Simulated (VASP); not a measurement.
# Mg2CdSe3 in VASP: a series of runs, part 2 of 2

VASP 6.6.1. Earlier steps stand in the parts before.

### 3 Relaxation of shape and atoms at fixed volume, PBE (30.64 Å³/atom)

This run uses another cell than the first one, of 30.64 Å³/atom.

INCAR

```
SYSTEM = Mg2CdSe3
PREC     = Accurate       ! precision mode
ENCUT    = 600            ! plane-wave cutoff, eV
EDIFF    = 1E-6           ! SCF threshold, eV
ISMEAR   = 0              ! smearing method
SIGMA    = 0.02           ! smearing width, eV
LREAL    = .FALSE.        ! projectors in reciprocal space
LASPH    = .TRUE.         ! aspherical terms in the spheres
NELM     = 80             ! most SCF steps
ALGO     = Normal         ! electronic algorithm
ISIF     = 4              ! what is computed and relaxed
LWAVE    = .FALSE.        ! write WAVECAR
LCHARG   = .FALSE.        ! write CHGCAR
GGA      = PE             ! functional
IBRION   = 2              ! ionic algorithm
NSW      = 50             ! ionic steps
EDIFFG   = -0.01          ! ionic threshold
```

KPOINTS

```
regular mesh
0
G
  6 6 4
  0 0 0
```

POSCAR

```
Mg2CdSe3
1.0
    4.4286847477      0.0000000000      0.0000000000
   -2.2143423738      3.8353534969      0.0000000000
    0.0000000000      0.0000000000     10.8239772923
Mg Cd Se
2 1 3
Direct
    0.6666666667      0.3333333333      0.3351896497
    0.3333333333      0.6666666667      0.6626705810
    0.0000000000      0.0000000000      0.0017609301
    0.0000000000      0.0000000000      0.2568882439
    0.6666666667      0.3333333333      0.5831339085
    0.3333333333      0.6666666667      0.9103556869
```

Potentials or basis: VASP PAW PBE potentials, release 64 (Mg, Cd, Se).

Run with:

```
$ cat potpaw_PBE.64/Mg/POTCAR potpaw_PBE.64/Cd/POTCAR potpaw_PBE.64/Se/POTCAR > POTCAR
$ mpirun -np 1 vasp_std > vasp.out
```

It took 78 s on 1 thread of Intel Xeon 6975P-C (Granite Rapids), shared host; peak memory 0.42 GiB.

The run converged. Its results:

```
Free energy                  : -20.3176 eV
Energy gained by relaxing    : 0.0 meV/atom
Ionic steps                  : 2
Pressure after relaxing      : -3.5 GPa
Largest force after relaxing : 0.009 eV/Å
Band gap on the k mesh       : 1.23 eV
```

Forces on the atoms (eV/Å):
```
Mg   0.000  0.000  0.009
Mg   0.000  0.000  0.005
Cd   0.000  0.000 -0.009
Se   0.000  0.000  0.003
Se   0.000  0.000 -0.007
Se   0.000  0.000 -0.001
```

Final structure:
```
CELL_PARAMETERS angstrom
4.42856 0.00000 0.00000
-2.21428 3.83524 0.00000
0.00000 0.00000 10.82459
ATOMIC_POSITIONS crystal
Mg 0.66667 0.33333 0.33525
Mg 0.33333 0.66667 0.66271
Cd 0.00000 0.00000 0.00169
Se 0.00000 0.00000 0.25692
Se 0.66667 0.33333 0.58308
Se 0.33333 0.66667 0.91036
```

Levels at points of the mesh, in eV from the valence-band top:
| k point | band 13 | band 14 | band 15 | band 16 | band 17 | band 18 | band 19 | band 20 | band 21 |
| --- | --- | --- | --- | --- | --- | --- | --- | --- | --- |
| (0.00, 0.00, 0.00) | -0.55 | -0.55 | -0.18 | 0.00 | 0.00 | 1.23 | 2.93 | 3.33 | 6.10 |
| (0.50, 0.00, 0.00) | -1.32 | -1.26 | -1.11 | -0.89 | -0.68 | 3.24 | 3.42 | 4.11 | 4.26 |
| (0.00, 0.00, 0.50) | -0.71 | -0.51 | -0.51 | -0.02 | -0.02 | 2.03 | 2.67 | 3.24 | 5.80 |
| (0.50, 0.00, 0.50) | -1.53 | -1.22 | -1.11 | -0.59 | -0.56 | 2.90 | 3.71 | 3.91 | 4.62 |

### 4 Single point, PBE

This run uses another cell than the first one: it holds 12 atoms, not 6.

INCAR

```
SYSTEM = Mg2CdSe3
ALGO = Normal ; EDIFF = 1E-6
ENCUT = 520 ; GGA = PE
ISIF = 2 ; ISMEAR = 0
LASPH = .True. ; LCHARG = .False.
LREAL = .False. ; LWAVE = .False.
NBANDS = 46 ; NELM = 80
PREC = Accurate ; SIGMA = 0.1
```

KPOINTS

```
k-points
0
Gamma
  6 6 1
  0 0 0
```

POSCAR

```
Mg2CdSe3
1.0
    4.2921304230     -0.0008136992      0.0008533980
   -2.1468257387      3.7152053031     -0.0015522441
    0.0043842588     -0.0063506237     20.9621913312
Mg Cd Se
4 2 6
Direct
    0.6667148726      0.3335899360      0.1675573190
    0.6667646240      0.3325229545      0.6676124528
    0.3339452628      0.6676203891      0.3310577469
    0.3321850753      0.6675545191      0.8310655462
   -0.0010065652      0.0002291914      0.0011047864
    0.0014627804     -0.0017839616      0.5011227800
   -0.0000983109      0.0003651832      0.1287750476
    0.0001769180     -0.0007738171      0.6287973385
    0.6671712472      0.3343585155      0.2915513220
    0.6656146968      0.3341663138      0.7916040411
    0.3346649139      0.6651792848      0.4548320124
    0.3324044850      0.6669714912      0.9549186070
```

Potentials or basis: VASP PAW PBE potentials, release 64 (Mg, Cd, Se).

Run with:

```
$ cat potpaw_PBE.64/Mg/POTCAR potpaw_PBE.64/Cd/POTCAR potpaw_PBE.64/Se/POTCAR > POTCAR
$ mpirun -np 1 vasp_std > vasp.out
```

OUTCAR:

```text
SYSTEM = Mg2CdSe3
   EDIFF = 1E-6
   ENCUT = 520
   GGA = PE
   ISIF = 2
   ISMEAR = 0
   LASPH = .True.
   LREAL = .False.
   NELM = 80
   PREC = Accurate

 ion  position               nearest neighbor table
   1  0.667  0.334  0.168-   9 2.60   7 2.61   7 2.61   7 2.61
   2  0.667  0.333  0.668-  10 2.60   8 2.61   8 2.61   8 2.61
   3  0.334  0.668  0.331-  11 2.59   9 2.61   9 2.61   9 2.61
   4  0.332  0.668  0.831-  12 2.60  10 2.61  10 2.61  10 2.61
   5  0.999  0.000  0.001-  12 2.66  12 2.66  12 2.66   7 2.68
   6  0.001  0.998  0.501-  11 2.66  11 2.66  11 2.66   8 2.68
   7  1.000  0.000  0.129-   1 2.61   1 2.61   1 2.61   5 2.68
   8  0.000  0.999  0.629-   2 2.61   2 2.61   2 2.61   6 2.68
   9  0.667  0.334  0.292-   1 2.60   3 2.61   3 2.61   3 2.61
  10  0.666  0.334  0.792-   2 2.60   4 2.61   4 2.61   4 2.61
[... 1206 lines left out ...]
  volume of cell :      334.23
      direct lattice vectors                 reciprocal lattice vectors
     4.292130423 -0.000813699  0.000853398     0.233010060  0.134644506 -0.000007943
    -2.146825739  3.715205303 -0.001552244     0.000051017  0.269193644  0.000081543
     0.004384259 -0.006350624 20.962191331    -0.000009482  0.000014452  0.047704943

 POSITION                                       TOTAL-FORCE (eV/Angst)
 -----------------------------------------------------------------------------------
      2.14620      1.23775      3.51242        -0.002692      0.001345      0.002323
      2.15090      1.23061     13.99467        -0.000774      0.001262     -0.000057
      0.00152      2.47797      6.93894        -0.000682     -0.001141     -0.005191
     -0.00370      2.47455     17.42020         0.002699     -0.001703      0.004480
      4.28732      0.00003      0.02401         0.001756      0.000238      0.006442
     -2.13452      3.70539     10.50308        -0.004609      0.003324      0.000747
      4.29149     -0.00027      2.70026         0.002149     -0.000731      0.033270
     -2.14165      3.70834     13.17942        -0.000457      0.000215      0.033734
      2.14705      1.23982      6.11160         0.002645     -0.002356      0.006217
      2.14298      1.23593     16.59380         0.001173     -0.001056      0.003816
      0.01040      2.46812      9.53353        -0.000205      0.000319     -0.035625
     -0.00096      2.47160     20.01643        -0.001003      0.000285     -0.050156
 -----------------------------------------------------------------------------------
    total drift:                               -0.000200      0.000211      0.001341

  FREE ENERGIE OF THE ION-ELECTRON SYSTEM (eV)
  ---------------------------------------------------
  free  energy   TOTEN  =       -41.0213267443 eV

  energy  without entropy=      -41.0213267443  energy(sigma->0) =      -41.02132674
```

Run time: 3.4 min. Hardware: 1 thread of Intel Xeon 6975P-C (Granite Rapids), shared host; peak memory 0.55 GiB.

Results:

```yaml
Free_energy: -41.0213 eV
Pressure: 0.1 GPa
Largest_force: 0.050 eV/Å
Band_gap_on_the_k_mesh: 1.48 eV
```

Forces in eV/Å, atoms in the order of the input:
```
Mg  -0.003  0.001  0.002
Mg  -0.001  0.001  0.000
Mg  -0.001 -0.001 -0.005
Mg   0.003 -0.002  0.004
Cd   0.002  0.000  0.006
Cd  -0.005  0.003  0.001
Se   0.002 -0.001  0.033
Se   0.000  0.000  0.034
Se   0.003 -0.002  0.006
Se   0.001 -0.001  0.004
Se   0.000  0.000 -0.036
Se  -0.001  0.000 -0.050
```

Levels at points of the mesh, in eV from the valence-band top:
| k point | band 32 | band 33 | band 34 | band 35 | band 36 | band 37 |
| --- | --- | --- | --- | --- | --- | --- |
| (0.00, 0.00, 0.00) | -0.02 | 0.00 | 0.00 | 1.48 | 2.31 | 2.95 |
| (0.50, 0.00, 0.00) | -0.80 | -0.72 | -0.67 | 3.10 | 3.11 | 3.60 |
| (0.00, 0.50, 0.00) | -0.80 | -0.72 | -0.67 | 3.10 | 3.11 | 3.60 |
| (0.50, 0.50, 0.00) | -0.80 | -0.72 | -0.66 | 3.10 | 3.11 | 3.61 |

### 5 Overview

```tsv
task	cell	k mesh	cutoff (eV)	smearing	gap on the mesh (eV)	pressure (GPa)	largest force (eV/Å)
relaxation of shape and atoms at fixed volume	relaxed from a = 4.375, b = 4.375, c = 10.690 Å, angles 90.0, 90.0, 120.0°, 6 atoms, atomic positions A	6 × 6 × 4	600	gaussian 0.02 eV	1.33	-2.3	0.01
relaxation of shape and atoms at fixed volume	relaxed from a = 4.429, b = 4.429, c = 10.824 Å, angles 90.0, 90.0, 120.0°, 6 atoms, atomic positions B	6 × 6 × 4	600	gaussian 0.02 eV	1.23	-3.5	0.01
single point	a = 4.292, b = 4.291, c = 20.962 Å, angles 90.0, 90.0, 120.0°, 12 atoms, atomic positions C	6 × 6 × 1	520	gaussian 0.1 eV	1.48	0.1	0.05
```

Alike in all rows: level PBE; potentials or basis VASP PAW PBE potentials, release 64 (Mg, Cd, Se); no spin polarisation.

Absolute energies hang on the potentials; compare differences alone.
